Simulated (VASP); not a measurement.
# Ge2TeO3 (P4/mmm) in VASP: relaxation of cell and atoms with PBE

Aim: the relaxation of cell and atoms of Ge2TeO3 with PBE.

Everything below comes from runs of VASP 6.6.1. Logs are shortened: lines on timing, memory, paths and dates and some standing lists are left out, and cuts for length are marked.

### Step 1. The cell of the first run

Symmetry: P4/mmm, No. 123, tetragonal system. Conventional cell: a = 5.700 Å, b = 5.700 Å, c = 3.607 Å, α = 90.00°, β = 90.00°, γ = 90.00°. Within 2.4 Å of Ge (site symmetry mmm) lie 2 O at 1.80 Å. Within 3.8 Å of Te (site symmetry 4/mmm) lie 4 Ge at 2.85 Å and 8 O at 3.37 Å and 2 Te at 3.61 Å. O (site symmetry mmm) has 2 Ge at 1.80 Å within 2.4 Å. O (site symmetry 4/mmm) has 6 O at 2.85 to 3.61 Å and 8 Ge at 3.37 Å within 3.8 Å.

The cell was generated, and may not be a known phase.

### Step 2. Relaxation of cell and atoms, PBE

INCAR reads:

```
SYSTEM = Ge2TeO3
PREC     = Accurate       ! precision mode
ENCUT    = 600            ! plane-wave cutoff, eV
EDIFF    = 1E-7           ! SCF threshold, eV
ISMEAR   = 0              ! smearing method
SIGMA    = 0.1            ! smearing width, eV
LREAL    = .False.        ! projectors in reciprocal space
LASPH    = .True.         ! aspherical terms in the spheres
NELM     = 100            ! most SCF steps
ALGO     = Normal         ! electronic algorithm
ISIF     = 3              ! what is computed and relaxed
LWAVE    = .False.        ! write WAVECAR
LCHARG   = .False.        ! write CHGCAR
GGA      = PE             ! functional
IBRION   = 2              ! ionic algorithm
NSW      = 100            ! ionic steps
EDIFFG   = -0.01          ! ionic threshold
```

KPOINTS reads:

```
Automatic mesh
0
Gamma
  8 8 10
  0 0 0
```

POSCAR reads:

```
Ge2TeO3
1.0
    5.7000522071      0.0000000000      0.0000000000
    0.0000000000      5.7000522071      0.0000000000
    0.0000000000      0.0000000000      3.6067226422
Ge Te O
2 1 3
Direct
    0.5000000000      0.0000000000      0.0000000000
    0.0000000000      0.5000000000      0.0000000000
    0.5000000000      0.5000000000      0.0000000000
    0.5000000000      0.0000000000      0.5000000000
    0.0000000000      0.5000000000      0.5000000000
    0.0000000000      0.0000000000      0.5000000000
```

Potentials or basis: VASP PAW PBE potentials, release 64 (Ge_d, Te, O).

The run is started by

```bash
$ cat potpaw_PBE.64/Ge_d/POTCAR potpaw_PBE.64/Te/POTCAR potpaw_PBE.64/O/POTCAR > POTCAR
$ mpirun -np 1 vasp_std > vasp.out
```

OUTCAR:

```text
SYSTEM = Ge2TeO3
   PREC = Accurate
   ENCUT = 600
   EDIFF = 1E-7
   ISMEAR = 0
   LREAL = .False.
   LASPH = .True.
   NELM = 100
   ISIF = 3
   GGA = PE
   IBRION = 2
   NSW = 100
   EDIFFG = -0.01

 ion  position               nearest neighbor table
   1  0.500  0.000  0.000-   4 1.80   4 1.80   3 2.85   3 2.85
   2  0.000  0.500  0.000-   5 1.80   5 1.80   3 2.85   3 2.85
   3  0.500  0.500  0.000-   1 2.85   2 2.85   1 2.85   2 2.85
   4  0.500  0.000  0.500-   1 1.80   1 1.80
   5  0.000  0.500  0.500-   2 1.80   2 1.80
   6  0.000  0.000  0.500-

  LATTYP: Found a simple tetragonal cell.
 ALAT       =     5.7000522071
 C/A-ratio  =     0.6327525628

  Lattice vectors:

 A1 = (   5.7000522071,   0.0000000000,   0.0000000000)
 A2 = (   0.0000000000,   5.7000522071,   0.0000000000)
 A3 = (   0.0000000000,   0.0000000000,   3.6067226422)

Analysis of symmetry for initial positions (statically):
=====================================================================
 Subroutine PRICEL returns:
 Original cell was already a primitive cell.

 Routine SETGRP: Setting up the symmetry group for a
 simple tetragonal supercell.

 Subroutine GETGRP returns: Found 16 space group operations
 (whereof 16 operations were pure point group operations)
 out of a pool of 16 trial point group operations.

The static configuration has the point symmetry D_4h.

Analysis of symmetry for dynamics (positions and initial velocities):
=====================================================================
 Subroutine PRICEL returns:
 Original cell was already a primitive cell.

 Routine SETGRP: Setting up the symmetry group for a
 simple tetragonal supercell.

 Subroutine GETGRP returns: Found 16 space group operations
 (whereof 16 operations were pure point group operations)
 out of a pool of 16 trial point group operations.

The dynamic configuration has the point symmetry D_4h.

 Subroutine INISYM returns: Found 16 space group operations
 (whereof 16 operations are pure point group operations),
 and found     1 'primitive' translations

----------------------------------------------------------------------------------------

                                     Primitive cell

  volume of cell :     117.1846

  direct lattice vectors                    reciprocal lattice vectors
[... 97 lines left out ...]
   EDIFFG = -.1E-01   stopping-criterion for IOM
   NSW    =    100    number of steps for IOM
   IBRION =      2    ionic relax: 0-MD 1-quasi-New 2-CG
   NFREE  =      1    steps in history (QN), initial steepest desc. (CG)
   ISIF   =      3    stress and relaxation
   ISYM   =      2    0-nonsym 1-usesym 2-fastsym
   POTIM  = 0.5000    time-step for ionic-motion
   TEBEG  =    0.0;   TEEND  =   0.0 temperature during run
   PSTRESS=    0.0 pullay stress
   NELECT =      52.0000    total number of electrons
   NUPDOWN=      -1.0000    fix difference up-down
   EMIN   =  10.00;   EMAX   =-10.00  energy-range for DOS
   EFERMI =   0.00;   METHOD = LEGACY
   ISMEAR =     0;   SIGMA  =   0.10  broadening in eV -4-tet -1-fermi 0-gaus
   EFERMI_NEDOS =   21; number of points for ismear=-14 and -15
   IALGO  =     38    algorithm
   IMIX   =      4    mixing-type and parameters
     AMIX     =   0.40;   BMIX     =  1.00
     AMIX_MAG =   1.60;   BMIX_MAG =  1.00
  volume/ion in A,a.u.               =      19.53       131.80
  Fermi-wavevector in a.u.,A,eV,Ry     =   1.248684  2.359670 21.214356  1.559211
  Thomas-Fermi vector in A             =   2.382759
   LORBIT       =      0    0 simple, 1 ext, 2 COOP (PROOUT), +10 PAW based schemes
   GGA     = PE    functional components
   LHFCALC =     F    Hartree Fock is set to
   AEXX    =    0.0000 exact exchange contribution
   IVDW    =     0    specifies the selected vdW correction
   LEPSILON=     F    determine dielectric tensor
   LRPA    =     F    only Hartree local field effects (RPA)
 conjugate gradient relaxation of ions
 non-spin polarized calculation
 Gauss-broadening in eV      SIGMA  =   0.10
  energy-cutoff  :      600.00
  volume of cell :      117.18
 maximum number of plane-waves:      3942
 NGX is ok and might be reduce to    48
   NGX = 23   NGY = 23   NGZ = 15

--------------------------------------- Ionic step        1  -------------------------------------------

 number of electron      51.9999993 magnetization

 Free energy of the ion-electron system (eV)
  ---------------------------------------------------
  ext. energy  EPLUGINS =         0.00000000
  ---------------------------------------------------
  free energy    TOTEN  =       -25.75010126 eV

  energy without entropy =      -25.69372835  energy(sigma->0) =      -25.72191480

------------------------ aborting loop because EDIFF is reached ----------------------------------------

  FORCE on cell =-STRESS in cart. coord.  units (eV):
  Direction    XX          YY          ZZ          XY          YZ          ZX
  --------------------------------------------------------------------------------------
  -------------------------------------------------------------------------------------
  Total        0.3402854      0.3402854      0.2116421      0.0000000      0.0000000      0.0000000
  in kB        4.6524692      4.6524692      2.8936244      0.0000000      0.0000000      0.0000000
  external PRESSURE =       4.0661876 kB  Pullay stress =       0.0000000 kB
[... 107 lines left out ...]
--------------------------------------- Ionic step        4  -------------------------------------------

 number of electron      52.0000001 magnetization

 Free energy of the ion-electron system (eV)
  ---------------------------------------------------
  ext. energy  EPLUGINS =         0.00000000
  ---------------------------------------------------
  free energy    TOTEN  =       -25.75250726 eV

  energy without entropy =      -25.69468543  energy(sigma->0) =      -25.72359634

 E-fermi :   2.8679     XC(G=0):  -9.2481

 val. band max:        2.8668721804   @ k =   0.1250   0.0000   0.0000
 cond. band min:       2.8684368667   @ k =   0.2500   0.0000   0.0000
 fundamental gap:      0.0015646863
 Fermi energy:         2.8678751737

 k-point     1 :       0.0000    0.0000    0.0000
  band No.  band energies     occupation
      1     -22.6999      2.00000
      2     -22.6985      2.00000
      3     -22.4731      2.00000
      4     -22.4714      2.00000
      5     -22.4675      2.00000
      6     -22.4664      2.00000
[... 805 lines left out ...]
     30       5.8866      0.00000
     31       6.4152      0.00000

 [... further k-points ...]
[... 5 lines left out ...]
  --------------------------------------------------------------------------------------
  -------------------------------------------------------------------------------------
  Total        0.0270160      0.0270160     -0.0528763      0.0000000      0.0000000      0.0000000
  in kB        0.3644785      0.3644785     -0.7133658      0.0000000      0.0000000      0.0000000
  external PRESSURE =       0.0051971 kB  Pullay stress =       0.0000000 kB
[... 21 lines left out ...]
  FREE ENERGIE OF THE ION-ELECTRON SYSTEM (eV)
  ---------------------------------------------------
  free  energy   TOTEN  =       -25.7525072553 eV

  energy  without entropy=      -25.6946854277  energy(sigma->0) =      -25.72359634

 reached required accuracy - stopping structural energy minimisation
```

OSZICAR:

```text
N       E                     dE             d eps       ncg     rms          rms(c)
DAV:   1     0.608238506441E+03    0.60824E+03   -0.27489E+04  6927   0.363E+03
DAV:   2     0.816070102832E+02   -0.52663E+03   -0.51081E+03  5955   0.961E+02
DAV:   3    -0.263543130636E+02   -0.10796E+03   -0.10489E+03  6649   0.229E+02
DAV:   4    -0.339099088902E+02   -0.75556E+01   -0.75139E+01  6113   0.753E+01
[... 50 lines left out ...]
DAV:   5    -0.257525969645E+02    0.87669E-03   -0.21301E-03  7490   0.311E-01    0.759E-02
DAV:   6    -0.257525138559E+02    0.83109E-04   -0.25087E-04  8090   0.111E-01    0.298E-02
DAV:   7    -0.257525076498E+02    0.62061E-05   -0.41493E-05  6874   0.707E-02    0.950E-03
DAV:   8    -0.257525073331E+02    0.31670E-06   -0.30572E-06  7751   0.192E-02    0.323E-03
DAV:   9    -0.257525072553E+02    0.77861E-07   -0.35327E-07  5390   0.454E-03
   4 F= -.25752507E+02 E0= -.25723596E+02  d E =-.845770E-03
```

CONTCAR:

```text
Ge2TeO3
   1.00000000000000
     5.7365983030085035    0.0000000000000000    0.0000000000000000
    -0.0000000000000000    5.7365983030085035   -0.0000000000000000
     0.0000000000000000    0.0000000000000000    3.6086961239389819
  Ge              Te              O
     2     1     3
Direct
     0.5000000000000000    1.0000000000000000    0.0000000000000000
     0.0000000000000000    0.5000000000000000    1.0000000000000000
     0.5000000000000000    0.5000000000000000    1.0000000000000000
     0.5000000000000000    1.0000000000000000    0.5000000000000000
     1.0000000000000000    0.5000000000000000    0.5000000000000000
     1.0000000000000000    1.0000000000000000    0.5000000000000000

  0.00000000E+00  0.00000000E+00  0.00000000E+00
  0.00000000E+00  0.00000000E+00  0.00000000E+00
  0.00000000E+00  0.00000000E+00  0.00000000E+00
  0.00000000E+00  0.00000000E+00  0.00000000E+00
  0.00000000E+00  0.00000000E+00  0.00000000E+00
  0.00000000E+00  0.00000000E+00  0.00000000E+00
```

Wall time 31 min (1 thread of Intel Xeon 8259CL, shared host); peak memory 0.53 GiB.

What came out:

```
Free energy                           : -25.7525 eV
Relaxed volume                        : 19.79 Å³/atom
Relaxed cell                          : a = 5.737 Å, b = 5.737 Å, c = 3.609 Å, α = 90.00°, β = 90.00°, γ = 90.00°
Space group after relaxing (to 0.1 Å) : P4/mmm (No. 123)
Energy gained by relaxing             : 0.4 meV/atom
Ionic steps                           : 4
Pressure after relaxing               : 0.0 GPa
Band gap on the k mesh                : zero (bands 26 and 27 overlap by 0.40 eV)
```

Stress tensor (GPa, compression positive):
```
 0.04  0.00  0.00
 0.00  0.04  0.00
 0.00  0.00 -0.07
```

Step by step:
| step | energy change (eV) | largest force (eV/Å) | pressure (GPa) | volume (Å³) |
| --- | --- | --- | --- | --- |
| 1 | 0.0000 | 0.0000 | 0.41 | 117.18 |
| 2 | -0.0014 | 0.0000 | 0.06 | 118.03 |
| 3 | -0.0016 | 0.0000 | -0.06 | 118.35 |
| 4 | -0.0024 | 0.0000 | 0.00 | 118.76 |

Final structure:
```xyz
6
Lattice="5.7366 0.0000 0.0000 0.0000 5.7366 0.0000 0.0000 0.0000 3.6087" Properties=species:S:1:pos:R:3 pbc="T T T"
Ge    2.8683    5.7366    0.0000
Ge    0.0000    2.8683    3.6087
Te    2.8683    2.8683    3.6087
O     2.8683    5.7366    1.8043
O     5.7366    2.8683    1.8043
O     5.7366    5.7366    1.8043
```

Caveat: semilocal functionals underestimate gaps, and a narrow one can read as zero; spin-orbit coupling is left out, which moves the levels of the heavy elements.
